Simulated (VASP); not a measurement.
# Re: single point with PBE

The system is Re.

```
Re
1.0
     0.00000    1.99612    1.99612
     1.99612    0.00000    1.99612
     1.99612    1.99612    0.00000
Re
1
Direct
  0.00000 0.00000 0.00000
```

This cell differs from its parent crystal: volume scaled by 1.06.

```yaml
Program: VASP 6.6.1
Task: single point
Functional: PBE
Potentials_or_basis: VASP PAW PBE potentials, release 64 (Re)
Cutoff: 520 eV
k_mesh: 18 × 18 × 18
Occupations: gaussian, width 0.1 eV
Spin: no spin polarisation
Dipole_correction: no
Further_INCAR_settings: ALGO = Fast; EDIFF = 1e-07; NBANDS = 10
```

The pressure is -19.4 GPa.

Levels at points of the mesh, in eV from the Fermi level:
```csv
k point,band 2,band 3,band 4,band 5,band 6,band 7
"(0.00, 0.00, 0.00)",-1.70,-1.70,-1.70,1.13,1.13,13.85
"(0.50, 0.00, 0.00)",-1.88,-1.88,0.13,3.38,3.38,8.89
"(0.50, 0.50, 0.00)",-5.34,2.51,3.33,4.04,4.04,11.68
```

Run time: 33 s on 1 thread of Intel(R) Xeon(R) Platinum 8559C (Emerald Rapids), with other jobs on the host, peak memory 0.17 GiB.

Caveat: spin-orbit coupling is left out, which moves the levels of the heavy elements.
